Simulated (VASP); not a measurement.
Write the native input for VASP 6.6.1 that does the following.

| Item | Value |
| --- | --- |
| Task | relaxation of cell and atoms |
| Functional | r2SCAN |
| Potentials or basis | VASP PAW PBE potentials, release 64 (Sn_d) |
| Cutoff | 600 eV |
| k mesh | 9 × 9 × 9 |
| Occupations | fermi-dirac, width 0.1 eV |
| Spin | no spin polarisation |
| Dipole correction | no |
| Further INCAR settings | ALGO = Normal; EDIFF = 1e-07; IBRION = 2; EDIFFG = -0.01; NSW = 80; ISIF = 3 |

Crystal: Sn.

```
Sn
1.0
     0.00000    3.24560    3.24560
     3.24560    0.00000    3.24560
     3.24560    3.24560    0.00000
Sn
2
Direct
  0.50000 0.50000 0.50000
  0.75000 0.75000 0.75000
```

This isn't the form of Sn at room conditions, which is tetragonal (white tin).

One way to write it, as run:

POSCAR

```
Sn
1.0
    0.0000000000      3.2456000000      3.2456000000
    3.2456000000      0.0000000000      3.2456000000
    3.2456000000      3.2456000000      0.0000000000
Sn
2
Direct
    0.5000000000      0.5000000000      0.5000000000
    0.7500000000      0.7500000000      0.7500000000
```

INCAR.step1

```
PREC = Accurate ; ENCUT = 600
ISMEAR = -1 ; SIGMA = 0.1
LREAL = F ; LASPH = T
NELM = 100 ; GGA = PE
ALGO = Normal ; EDIFF = 1E-4
LWAVE = T ; LCHARG = F
```

INCAR.step2

```
PREC = Accurate ; ENCUT = 600
EDIFF = 1E-7 ; ISMEAR = -1
SIGMA = 0.1 ; LREAL = F
LASPH = T ; NELM = 100
ALGO = Normal ; ISIF = 3
LWAVE = F ; LCHARG = F
METAGGA = R2SCAN ; LMIXTAU = T
IBRION = 2 ; NSW = 80
EDIFFG = -0.01 ; ISTART = 1
```

KPOINTS

```
regular mesh
0
Gamma
  9 9 9
```

Potentials or basis: VASP PAW PBE potentials, release 64 (Sn_d).

Launch:

```bash
$ cat potpaw_PBE.64/Sn_d/POTCAR > POTCAR
$ cp INCAR.step1 INCAR
$ mpirun -np 1 vasp_std > vasp.out
$ cp INCAR.step2 INCAR
$ mpirun -np 1 vasp_std > vasp.out
```

It gave:

* Relaxed volume: 35.42 Å³/atom
* Relaxed cell: a = 4.644 Å, b = 4.644 Å, c = 4.644 Å, α = 60.00°, β = 60.00°, γ = 60.00°
* Space group after relaxing (to 0.1 Å): Fd-3m (No. 227)
* Energy gained by relaxing: 6.1 meV/atom
* Ionic steps: 3
* Pressure after relaxing: 0.0 GPa
* Band gap on the k mesh: zero (filled and empty bands touch)

Caveat: the PAW data sets were made with another functional, which shifts forces and pressure a little; spin-orbit coupling is left out, which moves the levels of the heavy elements.

Wall time 5.8 min on 1 thread of AMD EPYC 9R45 96-Core Processor (Zen 5), with other jobs on the host, peak memory 0.25 GiB.
